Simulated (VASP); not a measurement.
Wanted: the native input for a VASP 6.6.1 run.

```
Task                   : single point
Functional             : PBE
Potentials or basis    : VASP PAW PBE potentials, release 64 (Ni)
Cutoff                 : 520 eV
k mesh                 : 20 × 20 × 14
Occupations            : gaussian, width 0.1 eV
Spin                   : collinear spin, ferromagnetic start
Starting moments       : [0.75, 0.75] μB
Dipole correction      : no
Further INCAR settings : ALGO = Fast; EDIFF = 1e-06; NBANDS = 21
```

The structure of Ni lies in POSCAR:

```
Ni
1.0
    1.7680569522      1.7680569522      0.0000000000
   -1.7680569522      1.7680569522      0.0000000000
    0.0000000000      0.0000000000      3.4481508720
Ni
2
Direct
    0.0000000000      0.0000000000      0.0000000000
    0.5000000000      0.5000000000      0.5000000000
```

This cell differs from its parent crystal: uniaxial strain along c: -2.0 %.

These files were run (other wordings do the same):

INCAR

```
  ALGO = Fast
  EDIFF = 1E-6
  ENCUT = 520
  GGA = PE
  ISIF = 2
  ISMEAR = 0
  ISPIN = 2
  LASPH = True
  LCHARG = False
  LMAXMIX = 4
  LORBIT = 11
  LREAL = False
  LWAVE = False
  MAGMOM = 0.75 0.75
  NBANDS = 21
  NELM = 150
  PREC = Accurate
  SIGMA = 0.1
```

KPOINTS

```
k-points
0
Gamma
  20 20 14
```

Potentials or basis: VASP PAW PBE potentials, release 64 (Ni).

Run with:

```console
$ cat potpaw_PBE.64/Ni/POTCAR > POTCAR
$ mpirun -np 1 vasp_std > vasp.out
```

Results of the run:

```json
{
  "Pressure": "1.6 GPa",
  "Net moment": "1.25 μB per cell",
  "Site moments": "Ni +0.64 μB",
  "Valence electrons inside the program's atomic spheres": "Ni 9.33"
}
```

Caveat: the cell differs from its parent crystal (uniaxial strain along c: -2.0 %).

Wall time 4.1 min on 1 thread of Intel(R) Xeon(R) Platinum 8488C (Sapphire Rapids), on a shared host, peak memory 0.4 GiB.
